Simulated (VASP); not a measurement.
# AgI (P6_3mc) in VASP: a series of runs

Runs on AgI. Level: LDA. Tasks: single point, relaxation of cell and atoms.

Program: VASP 6.6.1. These are calculated values, not measurements. Logs are shortened: lines on timing, memory, paths and dates and some standing lists are left out, and cuts for length are marked.

**1. The cell of the first run**

The structure is hexagonal, space group P6_3mc (No. 186). Conventional cell: a = 4.482 Å, b = 4.482 Å, c = 7.343 Å, α = 90.00°, β = 90.00°, γ = 120.00°. Within 3.6 Å of Ag (site symmetry 3m) lie 4 I at 2.74 to 2.75 Å. I (site symmetry 3m) has 4 Ag at 2.74 to 2.75 Å within 3.6 Å.

**2. Single point, LDA**

Contents of INCAR:

```
PREC = Accurate
ENCUT = 500
EDIFF = 1E-6
ISMEAR = 0
SIGMA = 0.05
LREAL = False
LASPH = True
NELM = 120
ALGO = Normal
ISIF = 2
LWAVE = False
LCHARG = False
NBANDS = 26
GGA_COMPAT = False
```

Contents of KPOINTS:

```
Automatic mesh
0
Gamma
  5 5 3
```

Contents of POSCAR:

```
AgI
1.0
    4.4820707897      0.0000000000      0.0000000000
   -2.2410353948      3.8815871654      0.0000000000
    0.0000000000      0.0000000000      7.3426087884
Ag I
2 2
Direct
    0.6666666667      0.3333333333      0.6280893262
    0.3333333333      0.6666666667      0.1280893262
    0.6666666667      0.3333333333      0.0019106738
    0.3333333333      0.6666666667      0.5019106738
```

Potentials or basis: VASP PAW LDA potentials, release 64 (Ag, I).

Started as:

```bash
$ cat potpaw_LDA.64/Ag/POTCAR potpaw_LDA.64/I/POTCAR > POTCAR
$ mpirun -np 1 vasp_std > vasp.out
```

OUTCAR:

```text
PREC = Accurate
   ENCUT = 500
   EDIFF = 1E-6
   ISMEAR = 0
   LREAL = False
   LASPH = True
   NELM = 120
   ISIF = 2

 ion  position               nearest neighbor table
   1  0.667  0.333  0.628-   3 2.74   4 2.75   4 2.75   4 2.75
   2  0.333  0.667  0.128-   4 2.74   3 2.75   3 2.75   3 2.75
   3  0.667  0.333  0.002-   1 2.74   2 2.75   2 2.75   2 2.75
   4  0.333  0.667  0.502-   2 2.74   1 2.75   1 2.75   1 2.75

  LATTYP: Found a hexagonal cell.
 ALAT       =     4.4820707897
 C/A-ratio  =     1.6382179428

  Lattice vectors:

 A1 = (   4.4820707897,   0.0000000000,   0.0000000000)
 A2 = (  -2.2410353948,   3.8815871654,   0.0000000000)
 A3 = (   0.0000000000,   0.0000000000,   7.3426087884)

Analysis of symmetry for initial positions (statically):
=====================================================================
 Subroutine PRICEL returns:
 Original cell was already a primitive cell.

 Routine SETGRP: Setting up the symmetry group for a
 hexagonal supercell.

 Subroutine GETGRP returns: Found 12 space group operations
 (whereof  6 operations were pure point group operations)
 out of a pool of 24 trial point group operations.

The static configuration has the point symmetry C_3v.
 The point group associated with its full space group is C_6v.

Analysis of symmetry for dynamics (positions and initial velocities):
=====================================================================
 Subroutine PRICEL returns:
 Original cell was already a primitive cell.

 Routine SETGRP: Setting up the symmetry group for a
 hexagonal supercell.

 Subroutine GETGRP returns: Found 12 space group operations
 (whereof  6 operations were pure point group operations)
 out of a pool of 24 trial point group operations.

The dynamic configuration has the point symmetry C_3v.
 The point group associated with its full space group is C_6v.

 Subroutine INISYM returns: Found 12 space group operations
 (whereof  6 operations are pure point group operations),
 and found     1 'primitive' translations

----------------------------------------------------------------------------------------

                                     Primitive cell

  volume of cell :     127.7434

  direct lattice vectors                    reciprocal lattice vectors
     4.482070790  0.000000000  0.000000000     0.223111157  0.128813287  0.000000000
    -2.241035395  3.881587165  0.000000000     0.000000000  0.257626573  0.000000000
     0.000000000  0.000000000  7.342608788     0.000000000  0.000000000  0.136191377

  length of vectors
     4.482070790  4.482070790  7.342608788     0.257626573  0.257626573  0.136191377

  position of ions in fractional coordinates (direct lattice)
     0.666666667  0.333333333  0.628089326
     0.333333333  0.666666667  0.128089326
     0.666666667  0.333333333  0.001910674
     0.333333333  0.666666667  0.501910674

  ion indices of the primitive-cell ions
   primitive index   ion index
                 1           1
                 2           2
                 3           3
                 4           4

----------------------------------------------------------------------------------------

 KPOINTS: Automatic mesh

Automatic generation of k-mesh.
 Grid dimensions read from file:
 generate k-points for:    5    5    3

 Generating k-lattice:

  Cartesian coordinates                     Fractional coordinates (reciprocal lattice)
     0.044622231  0.025762657  0.000000000     0.200000000 -0.000000000  0.000000000
     0.000000000  0.051525315  0.000000000     0.000000000  0.200000000  0.000000000
     0.000000000  0.000000000  0.045397126     0.000000000  0.000000000  0.333333333

  Length of vectors
     0.051525315  0.051525315  0.045397126

  Shift w.r.t. Gamma in fractional coordinates (k-lattice)
     0.000000000  0.000000000  0.000000000

 Subroutine IBZKPT returns following result:
 ===========================================

 Found     10 irreducible k-points:

 Following reciprocal coordinates:
            Coordinates               Weight
  0.000000  0.000000  0.000000      1.000000
  0.200000  0.000000  0.000000      6.000000
  0.400000  0.000000  0.000000      6.000000
  0.200000  0.200000  0.000000      6.000000
  0.400000  0.200000  0.000000      6.000000
  0.000000  0.000000  0.333333      2.000000
  0.200000  0.000000  0.333333     12.000000
  0.400000  0.000000  0.333333     12.000000
  0.200000  0.200000  0.333333     12.000000
  0.400000  0.200000  0.333333     12.000000
   k-points           NKPTS =     10   k-points in BZ     NKDIM =     10   number of bands    NBANDS=     26
   number of dos      NEDOS =    301   number of ions     NIONS =      4
   total plane-waves  NPLWV =  69984
   dimension x,y,z NGX =    36 NGY =   36 NGZ =   54
   dimension x,y,z NGXF=    72 NGYF=   72 NGZF=  108
   ions per type =               2   2
   NGX,Y,Z   is equivalent  to a cutoff of  13.35, 13.35, 12.23 a.u.
   NGXF,Y,Z  is equivalent  to a cutoff of  26.71, 26.71, 24.45 a.u.
 SYSTEM =  unknown system
   PREC   = accura    normal or accurate (medium, high low for compatibility)
   ISTART =      0    job   : 0-new  1-cont  2-samecut
   ICHARG =      2    charge: 1-file 2-atom 10-const
   ISPIN  =      1    spin polarized calculation?
   LNONCOLLINEAR =      F non collinear calculations
   LSORBIT =      F    spin-orbit coupling
   LASPH  =      T    aspherical Exc in radial PAW
   ENCUT  =  500.0 eV  36.75 Ry    6.06 a.u.   8.17  8.17 13.39*2*pi/ulx,y,z
   NELM   =    120;   NELMIN=  2; NELMDL= -5     # of ELM steps
   EDIFF  = 0.1E-05   stopping-criterion for ELM
   LREAL  =      F    real-space projection
   EDIFFG = 0.1E-04   stopping-criterion for IOM
   NSW    =      0    number of steps for IOM
   IBRION =     -1    ionic relax: 0-MD 1-quasi-New 2-CG
   NFREE  =      0    steps in history (QN), initial steepest desc. (CG)
   ISIF   =      2    stress and relaxation
   ISYM   =      2    0-nonsym 1-usesym 2-fastsym
   POTIM  = 0.5000    time-step for ionic-motion
   TEBEG  =    0.0;   TEEND  =   0.0 temperature during run
   PSTRESS=    0.0 pullay stress
   NELECT =      36.0000    total number of electrons
   NUPDOWN=      -1.0000    fix difference up-down
   EMIN   =  10.00;   EMAX   =-10.00  energy-range for DOS
   EFERMI =   0.00;   METHOD = LEGACY
   ISMEAR =     0;   SIGMA  =   0.05  broadening in eV -4-tet -1-fermi 0-gaus
   EFERMI_NEDOS =   21; number of points for ismear=-14 and -15
   IALGO  =     38    algorithm
   IMIX   =      4    mixing-type and parameters
     AMIX     =   0.40;   BMIX     =  1.00
     AMIX_MAG =   1.60;   BMIX_MAG =  1.00
  volume/ion in A,a.u.               =      31.94       215.51
  Fermi-wavevector in a.u.,A,eV,Ry     =   1.073321  2.028282 15.674148  1.152017
  Thomas-Fermi vector in A             =   2.209117
   LORBIT       =      0    0 simple, 1 ext, 2 COOP (PROOUT), +10 PAW based schemes
   GGA     = CA    functional components
   LHFCALC =     F    Hartree Fock is set to
   AEXX    =    0.0000 exact exchange contribution
   IVDW    =     0    specifies the selected vdW correction
   LEPSILON=     F    determine dielectric tensor
   LRPA    =     F    only Hartree local field effects (RPA)
 non-spin polarized calculation
 Gauss-broadening in eV      SIGMA  =   0.05
  energy-cutoff  :      500.00
  volume of cell :      127.74
 maximum number of plane-waves:      3260
 NGX is ok and might be reduce to    36
   NGX = 17   NGY = 17   NGZ = 27

 number of electron      35.9999992 magnetization

 Free energy of the ion-electron system (eV)
  ---------------------------------------------------
  ext. energy  EPLUGINS =         0.00000000
  ---------------------------------------------------
  free energy    TOTEN  =       -12.23913297 eV

  energy without entropy =      -12.23913297  energy(sigma->0) =      -12.23913297

 E-fermi :   4.0023     XC(G=0):  -9.1619

 val. band max:        3.7332668671   @ k =   0.0000   0.0000   0.0000
 cond. band min:       4.8590230937   @ k =   0.0000   0.0000   0.0000
 fundamental gap:      1.1257562266
 Fermi energy:         4.0023057408

 k-point     1 :       0.0000    0.0000    0.0000
  band No.  band energies     occupation
      1      -9.5361      2.00000
      2      -9.1774      2.00000
      3      -0.9633      2.00000
      4      -0.9530      2.00000
      5      -0.9435      2.00000
      6      -0.9435      2.00000
[... 18 lines left out ...]
     25      10.2341      0.00000
     26      11.0028      0.00000

 k-point     2 :       0.2000    0.0000    0.0000
  band No.  band energies     occupation
      1      -9.4291      2.00000
      2      -9.1259      2.00000
      3      -1.0443      2.00000
      4      -0.9073      2.00000
      5      -0.8785      2.00000
      6      -0.8017      2.00000
[... 18 lines left out ...]
     25      10.4209      0.00000
     26      11.0531      0.00000

 k-point     3 :       0.4000    0.0000    0.0000
  band No.  band energies     occupation
      1      -9.2246      2.00000
      2      -9.0622      2.00000
      3      -1.1193      2.00000
      4      -0.9656      2.00000
      5      -0.7875      2.00000
      6      -0.6311      2.00000
[... 18 lines left out ...]
     25      11.1192      0.00000
     26      12.2568      0.00000

 k-point     4 :       0.2000    0.2000    0.0000
  band No.  band energies     occupation
      1      -9.2699      2.00000
      2      -9.0700      2.00000
      3      -1.0131      2.00000
      4      -0.9414      2.00000
      5      -0.8084      2.00000
      6      -0.7137      2.00000
[... 18 lines left out ...]
     25      11.0293      0.00000
     26      11.3869      0.00000

 k-point     5 :       0.4000    0.2000    0.0000
  band No.  band energies     occupation
      1      -9.1388      2.00000
      2      -9.0638      2.00000
      3      -0.9981      2.00000
      4      -0.7861      2.00000
      5      -0.7793      2.00000
      6      -0.6225      2.00000
[... 18 lines left out ...]
     25      11.4430      0.00000
     26      11.9600      0.00000

 k-point     6 :       0.0000    0.0000    0.3333
  band No.  band energies     occupation
      1      -9.4502      2.00000
      2      -9.2710      2.00000
      3      -1.0670      2.00000
      4      -1.0381      2.00000
      5      -0.9131      2.00000
      6      -0.9131      2.00000
[... 18 lines left out ...]
     25       9.8513      0.00000
     26       9.9017      0.00000

 k-point     7 :       0.2000    0.0000    0.3333
  band No.  band energies     occupation
      1      -9.3553      2.00000
      2      -9.2037      2.00000
      3      -1.1156      2.00000
      4      -1.0754      2.00000
      5      -0.8387      2.00000
      6      -0.8363      2.00000
[... 18 lines left out ...]
     25      10.3793      0.00000
     26      10.5858      0.00000

 k-point     8 :       0.4000    0.0000    0.3333
  band No.  band energies     occupation
      1      -9.1827      2.00000
      2      -9.1014      2.00000
      3      -1.2031      2.00000
      4      -1.1493      2.00000
      5      -0.7229      2.00000
      6      -0.6430      2.00000
[... 18 lines left out ...]
     25      11.1215      0.00000
     26      11.7674      0.00000

 k-point     9 :       0.2000    0.2000    0.3333
  band No.  band energies     occupation
      1      -9.2194      2.00000
      2      -9.1193      2.00000
      3      -1.1213      2.00000
      4      -1.0765      2.00000
      5      -0.7952      2.00000
      6      -0.7675      2.00000
[... 18 lines left out ...]
     25      10.4590      0.00000
     26      11.2420      0.00000

 k-point    10 :       0.4000    0.2000    0.3333
  band No.  band energies     occupation
      1      -9.1177      2.00000
      2      -9.0802      2.00000
      3      -1.0734      2.00000
      4      -1.0299      2.00000
      5      -0.7998      2.00000
      6      -0.6460      2.00000
[... 18 lines left out ...]
     25      11.3879      0.00000
     26      11.6936      0.00000

------------------------ aborting loop because EDIFF is reached ----------------------------------------

  FORCE on cell =-STRESS in cart. coord.  units (eV):
  Direction    XX          YY          ZZ          XY          YZ          ZX
  --------------------------------------------------------------------------------------
  -------------------------------------------------------------------------------------
  Total        0.0613841      0.0613841      0.0779908      0.0000000      0.0000000      0.0000000
  in kB        0.7698892      0.7698892      0.9781730      0.0000000      0.0000000      0.0000000
  external PRESSURE =       0.8393171 kB  Pullay stress =       0.0000000 kB

 VOLUME and BASIS-vectors are now :
 -----------------------------------------------------------------------------
  energy-cutoff  :      500.00
  volume of cell :      127.74
      direct lattice vectors                 reciprocal lattice vectors
     4.482070790  0.000000000  0.000000000     0.223111157  0.128813287  0.000000000
    -2.241035395  3.881587165  0.000000000     0.000000000  0.257626573  0.000000000
     0.000000000  0.000000000  7.342608788     0.000000000  0.000000000  0.136191377

 POSITION                                       TOTAL-FORCE (eV/Angst)
 -----------------------------------------------------------------------------------
      2.24104      1.29386      4.61181        -0.000000      0.000000     -0.007178
     -0.00000      2.58772      0.94051         0.000000     -0.000000     -0.007178
      2.24104      1.29386      0.01403        -0.000000      0.000000      0.007178
     -0.00000      2.58772      3.68533         0.000000     -0.000000      0.007178
 -----------------------------------------------------------------------------------
    total drift:                               -0.000000     -0.000000      0.000214

  FREE ENERGIE OF THE ION-ELECTRON SYSTEM (eV)
  ---------------------------------------------------
  free  energy   TOTEN  =       -12.2391329719 eV

  energy  without entropy=      -12.2391329719  energy(sigma->0) =      -12.23913297
```

It took 27 s on 1 thread of Intel Xeon 8259CL, shared host; peak memory 0.21 GiB.

Results:

```
Free energy            : -12.2391 eV
Pressure               : 0.1 GPa
Largest force          : 0.007 eV/Å
Band gap on the k mesh : 1.13 eV
```

Forces in eV/Å, atoms in the order of the input:
```
Ag   0.000  0.000 -0.007
Ag   0.000  0.000 -0.007
I    0.000  0.000  0.007
I    0.000  0.000  0.007
```

Caveat: spin-orbit coupling is left out, which moves the levels of the heavy elements. A hybrid or GW would open this gap; LDA tends to underestimate it.

[end of part 1 of 2]
